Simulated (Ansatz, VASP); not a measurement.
# MnS: VASP beside Ansatz

File POSCAR:

```
MnS
1.0
    0.0000000000      2.6160475935      2.6160475935
    2.6160475935      0.0000000000      2.6160475935
    2.6160475935      2.6160475935      0.0000000000
Mn S
1 1
Direct
    0.0000000000      0.0000000000      0.0000000000
    0.5000000000      0.5000000000      0.5000000000
```

INCAR.step1

```
PREC = Accurate ; ENCUT = 520
ISMEAR = 0 ; SIGMA = 0.05
LREAL = F ; LASPH = T
NELM = 150 ; ISPIN = 2
MAGMOM = 4.85 0 ; LMAXMIX = 4
NBANDS = 20 ; GGA = PE
ALGO = Normal ; EDIFF = 1E-4
LWAVE = T ; LCHARG = F
```

INCAR.step2

```
PREC = Accurate ; ENCUT = 520
EDIFF = 1E-6 ; ISMEAR = 0
SIGMA = 0.05 ; LREAL = F
LASPH = T ; NELM = 150
ALGO = Normal ; ISIF = 2
LWAVE = F ; LCHARG = F
ISPIN = 2 ; MAGMOM = 4.85 0
LORBIT = 11 ; LMAXMIX = 4
METAGGA = R2SCAN ; LMIXTAU = T
NBANDS = 20 ; ISTART = 1
```

Contents of KPOINTS:

```
Automatic mesh
0
Gamma
  12 12 12
```

Input for Ansatz:

```yaml
crystal:
  lattice:
    - [0.0, 2.6160475935, 2.6160475935]
    - [2.6160475935, 0.0, 2.6160475935]
    - [2.6160475935, 2.6160475935, 0.0]
  atoms:
    - { symbol: Mn, position: [0.0, 0.0, 0.0], spin: 4.85 }
    - { symbol: S, position: [0.5, 0.5, 0.5] }
basis:
  ecutwfc: 500
  ecutrho_ratio: 4
kpoints:
  mp_grid: { grid: [12, 12, 12] }
hamiltonian:
  xc: r2scan
scf:
  occupations: { method: gaussian, width: 0.05 }
output:
  forces: true
  stress: true
  eigenvalues: true
  populations: true
magnetization:
  spin_polarized: true
```

Alike in both runs: task single point; functional r2SCAN; k mesh 12 × 12 × 12; occupations gaussian, width 0.05 eV; collinear spin.

```csv
,VASP,Ansatz
version,VASP 6.6.1,Ansatz 0.2.0
potentials or method,"VASP PAW PBE potentials, release 64 (Mn_pv, S), cutoff 520 eV","scalar-relativistic, plane waves, PAW"
valence electrons in the cell,19,21
```

|  | VASP | Ansatz | Ansatz less VASP |
| --- | --- | --- | --- |
| gap on the k mesh at the Fermi level (eV) | none | none | - |
| pressure (GPa) | -0.5 | -0.5 | 0.00 |
| net moment per atom (μB) | 2.50 | 2.50 | 0.000 |
| size of the moment on the site where the two differ most (μB) | 0.14 | 0.18 | +0.046 |

VASP's potentials were made for PBE, not for r2SCAN. Site moments also hang on the region over which each program counts them. A gap of «none» marks a metal or a gap that the smearing closes. The functional is the same, so the differences come from potentials, cutoffs and numerics. VASP's potentials hold 19 valence electrons a cell and Ansatz's 21, so a difference there can come from the potentials and not from the codes. Ansatz's warnings: stability check not made.
